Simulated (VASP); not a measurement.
# Ge (Im-3m) in VASP: a series of runs, part 2 of 2

VASP 6.6.1. The steps go on from the part before.

### Step 4. Relaxation of cell and atoms, PBEsol, target pressure 270 GPa, at which the enthalpy is minimised

File INCAR:

```
  PREC = Accurate
  ENCUT = 600
  EDIFF = 1E-6
  ISMEAR = -1
  SIGMA = 0.05
  LREAL = F
  LASPH = T
  NELM = 60
  ALGO = Normal
  ISIF = 3
  LWAVE = F
  LCHARG = F
  GGA = PS
  IBRION = 2
  NSW = 60
  EDIFFG = -0.005
  PSTRESS = 2700.0
```

File KPOINTS:

```
Automatic mesh
0
Gamma
  20 20 20
```

File POSCAR:

```
Ge
1.0
   -1.3078878886      1.3078878886      1.3078878886
    1.3078878886     -1.3078878886      1.3078878886
    1.3078878886      1.3078878886     -1.3078878886
Ge
1
Direct
    0.0000000000      0.0000000000      0.0000000000
```

Potentials or basis: VASP PAW PBE potentials, release 64 (Ge_d).

Launch:

```console
$ cat potpaw_PBE.64/Ge_d/POTCAR > POTCAR
$ mpirun -np 1 vasp_std > vasp.out
```

OUTCAR:

```text
PREC = Accurate
   ENCUT = 600
   EDIFF = 1E-6
   ISMEAR = -1
   LREAL = F
   LASPH = T
   NELM = 60
   ISIF = 3
   GGA = PS
   IBRION = 2
   NSW = 60
   EDIFFG = -0.005
   PSTRESS = 2700.0

 ion  position               nearest neighbor table
   1  0.000  0.000  0.000-

  LATTYP: Found a body centered cubic cell.
 ALAT       =     2.6157757772

  Lattice vectors:

 A1 = (  -1.3078878886,   1.3078878886,   1.3078878886)
 A2 = (   1.3078878886,  -1.3078878886,   1.3078878886)
 A3 = (   1.3078878886,   1.3078878886,  -1.3078878886)

Analysis of symmetry for initial positions (statically):
=====================================================================
 Subroutine PRICEL returns:
 Original cell was already a primitive cell.

 Routine SETGRP: Setting up the symmetry group for a
 body centered cubic supercell.

 Subroutine GETGRP returns: Found 48 space group operations
 (whereof 48 operations were pure point group operations)
 out of a pool of 48 trial point group operations.

The static configuration has the point symmetry O_h .

Analysis of symmetry for dynamics (positions and initial velocities):
=====================================================================
 Subroutine PRICEL returns:
 Original cell was already a primitive cell.

 Routine SETGRP: Setting up the symmetry group for a
 body centered cubic supercell.

 Subroutine GETGRP returns: Found 48 space group operations
 (whereof 48 operations were pure point group operations)
 out of a pool of 48 trial point group operations.

The dynamic configuration has the point symmetry O_h .

 Subroutine INISYM returns: Found 48 space group operations
 (whereof 48 operations are pure point group operations),
 and found     1 'primitive' translations

----------------------------------------------------------------------------------------

                                     Primitive cell

  volume of cell :       8.9489

  direct lattice vectors                    reciprocal lattice vectors
    -1.307887889  1.307887889  1.307887889     0.000000000  0.382295764  0.382295764
     1.307887889 -1.307887889  1.307887889     0.382295764  0.000000000  0.382295764
     1.307887889  1.307887889 -1.307887889     0.382295764  0.382295764  0.000000000

  length of vectors
     2.265328274  2.265328274  2.265328274     0.540647855  0.540647855  0.540647855

  position of ions in fractional coordinates (direct lattice)
     0.000000000  0.000000000  0.000000000

  ion indices of the primitive-cell ions
   primitive index   ion index
                 1           1

----------------------------------------------------------------------------------------

 KPOINTS: Automatic mesh

Automatic generation of k-mesh.
 Grid dimensions read from file:
 generate k-points for:   20   20   20

 Generating k-lattice:

  Cartesian coordinates                     Fractional coordinates (reciprocal lattice)
     0.000000000  0.019114788  0.019114788     0.050000000  0.000000000  0.000000000
[... 39 lines left out ...]
  0.250000  0.100000  0.000000     48.000000
 [... further k-points ...]
   k-points           NKPTS =    256   k-points in BZ     NKDIM =    256   number of bands    NBANDS=     11
   number of dos      NEDOS =    301   number of ions     NIONS =      1
   total plane-waves  NPLWV =   5832
   dimension x,y,z NGX =    18 NGY =   18 NGZ =   18
   dimension x,y,z NGXF=    36 NGYF=   36 NGZF=   36
   ions per type =               1
   NGX,Y,Z   is equivalent  to a cutoff of  13.21, 13.21, 13.21 a.u.
   NGXF,Y,Z  is equivalent  to a cutoff of  26.42, 26.42, 26.42 a.u.
 SYSTEM =  unknown system
   PREC   = accura    normal or accurate (medium, high low for compatibility)
   ISTART =      0    job   : 0-new  1-cont  2-samecut
   ICHARG =      2    charge: 1-file 2-atom 10-const
   ISPIN  =      1    spin polarized calculation?
   LNONCOLLINEAR =      F non collinear calculations
   LSORBIT =      F    spin-orbit coupling
   LASPH  =      T    aspherical Exc in radial PAW
   ENCUT  =  600.0 eV  44.10 Ry    6.64 a.u.   4.52  4.52  4.52*2*pi/ulx,y,z
   NELM   =     60;   NELMIN=  2; NELMDL= -5     # of ELM steps
   EDIFF  = 0.1E-05   stopping-criterion for ELM
   LREAL  =      F    real-space projection
   EDIFFG = -.5E-02   stopping-criterion for IOM
   NSW    =     60    number of steps for IOM
   IBRION =      2    ionic relax: 0-MD 1-quasi-New 2-CG
   NFREE  =      1    steps in history (QN), initial steepest desc. (CG)
   ISIF   =      3    stress and relaxation
   ISYM   =      2    0-nonsym 1-usesym 2-fastsym
   POTIM  = 0.5000    time-step for ionic-motion
   TEBEG  =    0.0;   TEEND  =   0.0 temperature during run
   PSTRESS= 2700.0 pullay stress
   NELECT =      14.0000    total number of electrons
   NUPDOWN=      -1.0000    fix difference up-down
   EMIN   =  10.00;   EMAX   =-10.00  energy-range for DOS
   EFERMI =   0.00;   METHOD = LEGACY
   ISMEAR =    -1;   SIGMA  =   0.05  broadening in eV -4-tet -1-fermi 0-gaus
   EFERMI_NEDOS =   21; number of points for ismear=-14 and -15
   IALGO  =     38    algorithm
   IMIX   =      4    mixing-type and parameters
     AMIX     =   0.40;   BMIX     =  1.00
     AMIX_MAG =   1.60;   BMIX_MAG =  1.00
  volume/ion in A,a.u.               =       8.95        60.39
  Fermi-wavevector in a.u.,A,eV,Ry     =   1.900467  3.591362 49.141179  3.611775
  Thomas-Fermi vector in A             =   2.939572
   LORBIT       =      0    0 simple, 1 ext, 2 COOP (PROOUT), +10 PAW based schemes
   GGA     = PS    functional components
   LHFCALC =     F    Hartree Fock is set to
   AEXX    =    0.0000 exact exchange contribution
   IVDW    =     0    specifies the selected vdW correction
   LEPSILON=     F    determine dielectric tensor
   LRPA    =     F    only Hartree local field effects (RPA)
 conjugate gradient relaxation of ions
 non-spin polarized calculation
  energy-cutoff  :      600.00
  volume of cell :        8.95
 maximum number of plane-waves:       321
   NGX =  9   NGY =  9   NGZ =  9

--------------------------------------- Ionic step        1  -------------------------------------------

 number of electron      14.0000017 magnetization

 Free energy of the ion-electron system (eV)
  ---------------------------------------------------
  ext. energy  EPLUGINS =         0.00000000
  ---------------------------------------------------
  free energy    TOTEN  =        -0.57554592 eV

  energy without entropy =       -0.57328351  energy(sigma->0) =       -0.57441472

------------------------ aborting loop because EDIFF is reached ----------------------------------------

  FORCE on cell =-STRESS in cart. coord.  units (eV):
  Direction    XX          YY          ZZ          XY          YZ          ZX
  --------------------------------------------------------------------------------------
  -------------------------------------------------------------------------------------
  Total       15.1767191     15.1767191     15.1767191      0.0000000      0.0000000      0.0000000
  in kB     2717.1707710   2717.1707710   2717.1707710      0.0000000      0.0000000      0.0000000
  external PRESSURE =      17.1707710 kB  Pullay stress =    2700.0000000 kB
[... 61 lines left out ...]
--------------------------------------- Ionic step        3  -------------------------------------------

 number of electron      14.0000018 magnetization

 Free energy of the ion-electron system (eV)
  ---------------------------------------------------
  ext. energy  EPLUGINS =         0.00000000
  ---------------------------------------------------
  free energy    TOTEN  =        -0.60498916 eV

  energy without entropy =       -0.60272663  energy(sigma->0) =       -0.60385790

 E-fermi :  18.1857     XC(G=0): -15.7963

 val. band max:       18.1619131371   @ k =  -0.3500   0.3500   0.2500
 cond. band min:      18.2270210204   @ k =  -0.3500   0.4000   0.3000
 fundamental gap:      0.0651078833
 Fermi energy:        18.1857118190

 k-point     1 :       0.0000    0.0000    0.0000
  band No.  band energies     occupation
      1      -8.0648      2.00000
      2      -8.0648      2.00000
      3      -8.0648      2.00000
      4      -7.4622      2.00000
      5      -7.4622      2.00000
      6      -4.0117      2.00000
      7      38.5132      0.00000
      8      38.5132      0.00000
      9      38.5132      0.00000
     10      38.8028      0.00000
     11      38.8028      0.00000
[... 309 lines left out ...]
 k-point    24 :       0.2500    0.1000    0.0000
  band No.  band energies     occupation
      1      -8.2449      2.00000
      2      -8.1424      2.00000
      3      -7.5603      2.00000
      4      -7.4971      2.00000
      5      -7.4233      2.00000
      6       0.5900      2.00000
      7      19.0608      0.00000
      8      25.3092      0.00000
      9      29.1383      0.00000
     10      34.9745      0.00000
     11      38.6542      0.00000

 [... further k-points ...]
[... 5 lines left out ...]
  --------------------------------------------------------------------------------------
  -------------------------------------------------------------------------------------
  Total       15.1134071     15.1134071     15.1134071      0.0000000      0.0000000     -0.0000000
  in kB     2700.5857530   2700.5857530   2700.5857530      0.0000000      0.0000000     -0.0000000
  external PRESSURE =       0.5857530 kB  Pullay stress =    2700.0000000 kB
[... 20 lines left out ...]
  energy  without entropy=       -0.6027266341  energy(sigma->0) =       -0.60385790

  enthalpy is  TOTEN    =        14.5051398386 eV   P V=       15.1101289988

 reached required accuracy - stopping structural energy minimisation
```

CONTCAR:

```text
Ge
   1.00000000000000
    -1.3087348470444027    1.3087348470444027    1.3087348470444027
     1.3087348470444027   -1.3087348470444027    1.3087348470444027
     1.3087348470444027    1.3087348470444027   -1.3087348470444027
  Ge
     1
Direct
     0.0000000000000000    0.0000000000000000    0.0000000000000000

  0.00000000E+00  0.00000000E+00  0.00000000E+00
```

It took 28 s on 1 thread of AMD EPYC 9R45 (Zen 5), shared host; peak memory 0.12 GiB.

Results:

```
Free energy                                            : -0.6050 eV
Relaxed volume                                         : 8.97 Å³/atom
Relaxed cell                                           : a = 2.267 Å, b = 2.267 Å, c = 2.267 Å, α = 109.47°, β = 109.47°, γ = 109.47°
Space group after relaxing (to 0.05 Å)                 : Im-3m (No. 229)
Energy change on relaxing (the enthalpy is what falls) : -29.4 meV/atom
Ionic steps                                            : 3
Pressure after relaxing                                : 270.1 GPa
Band gap on the k mesh                                 : zero (band 7 reaches 38.51 eV, above the bottom of band 8 at 12.64 eV)
```

The path:
```csv
step,energy change (eV),largest force (eV/Å),pressure (GPa),volume (Å³)
1,0.0000,0.0000,271.72,8.95
2,-0.2066,0.0000,258.60,9.07
3,-0.0294,0.0000,270.06,8.97
```

Final structure:
```yaml
crystal:
  lattice:
    - [-1.30873, 1.30873, 1.30873]
    - [1.30873, -1.30873, 1.30873]
    - [1.30873, 1.30873, -1.30873]
  atoms:
    - { symbol: Ge, position: [0.00000, 0.00000, 0.00000] }
```

Levels at points of the mesh, in eV from the Fermi level:
```csv
k point,band 3,band 4,band 5,band 6,band 7,band 8,band 9,band 10,band 11
"(0.00, 0.00, 0.00)",-26.25,-25.65,-25.65,-22.20,20.33,20.33,20.33,20.62,20.62
"(0.50, 0.00, 0.00)",-25.68,-25.63,-25.27,-11.46,-9.24,8.56,10.34,12.98,16.58
"(0.50, 0.50, 0.50)",-25.36,-25.36,-25.36,-1.73,-1.73,-1.73,3.47,3.47,5.18
```

Caveat: the cell is relaxed towards a set pressure, so the enthalpy falls and the energy may rise; the PAW data sets were made with another functional, which shifts forces and pressure a little.

### Step 5. Relaxation of cell and atoms, PBEsol, target pressure 270 GPa, at which the enthalpy is minimised

File INCAR:

```
SYSTEM = Ge
PREC = Accurate
ENCUT = 600
EDIFF = 1E-6
ISMEAR = -1
SIGMA = 0.05
LREAL = .FALSE.
LASPH = .TRUE.
NELM = 100
ALGO = Normal
ISIF = 3
LWAVE = .FALSE.
LCHARG = .FALSE.
GGA = PS
IBRION = 2
NSW = 32
EDIFFG = -0.005
PSTRESS = 2700.0
```

File KPOINTS:

```
Automatic mesh
0
G
  20 20 20
  0 0 0
```

File POSCAR:

```
Ge
1.0
   -1.3080921298      1.3080921298      1.3080921298
    1.3080921298     -1.3080921298      1.3080921298
    1.3080921298      1.3080921298     -1.3080921298
Ge
1
Direct
    0.0000000000      0.0000000000      0.0000000000
```

Launch:

```console
$ cat potpaw_PBE.64/Ge_d/POTCAR > POTCAR
$ mpirun -np 1 vasp_std > vasp.out
```

Run time: 46 s. Hardware: 1 thread of AMD EPYC 9R45 (Zen 5), shared host; peak memory 0.12 GiB.

The run converged. Its results:

```yaml
Free_energy: -0.6085 eV
Relaxed_volume: 8.97 Å³/atom
Relaxed_cell: a = 2.267 Å, b = 2.267 Å, c = 2.267 Å, α = 109.47°, β = 109.47°, γ = 109.47°
Space_group_after_relaxing_to_0.05_Å: Im-3m (No. 229)
Energy_change_on_relaxing_the_enthalpy_is_what_falls: -25.8 meV/atom
Ionic_steps: 9
Pressure_after_relaxing: 270.1 GPa
Band_gap_on_the_k_mesh: zero (band 7 reaches 38.50 eV, above the bottom of band 8 at 12.63 eV)
```

Step by step:
```tsv
step	energy change (eV)	largest force (eV/Å)	pressure (GPa)	volume (Å³)
1	0.0000	0.0000	271.25	8.95
2	-0.1508	0.0000	262.28	9.04
3	-0.0205	0.0000	270.23	8.97
4	-0.0242	0.0000	270.15	8.97
5	-0.0321	0.0000	269.69	8.97
6	-0.0268	0.0000	269.84	8.97
7	-0.0255	0.0000	269.89	8.97
8	-0.0249	0.0000	270.10	8.97
9	-0.0258	0.0000	270.09	8.97
```

Final structure:
```
Ge
1.0
    -1.30884    1.30884    1.30884
     1.30884   -1.30884    1.30884
     1.30884    1.30884   -1.30884
Ge
1
Direct
  0.00000 0.00000 0.00000
```

Levels at points of the mesh, in eV from the Fermi level:
| k point | band 4 | band 5 | band 6 | band 7 | band 8 | band 9 | band 10 | band 11 |
| --- | --- | --- | --- | --- | --- | --- | --- | --- |
| (0.00, 0.00, 0.00) | -25.65 | -25.65 | -22.19 | 20.32 | 20.32 | 20.32 | 20.62 | 20.62 |
| (0.50, 0.00, 0.00) | -25.63 | -25.27 | -11.46 | -9.24 | 8.56 | 10.34 | 12.97 | 16.58 |
| (0.50, 0.50, 0.50) | -25.36 | -25.36 | -1.73 | -1.73 | -1.73 | 3.47 | 3.47 | 5.17 |

Caveat: the cell is relaxed towards a set pressure, so the enthalpy falls and the energy may rise; the PAW data sets were made with another functional, which shifts forces and pressure a little.
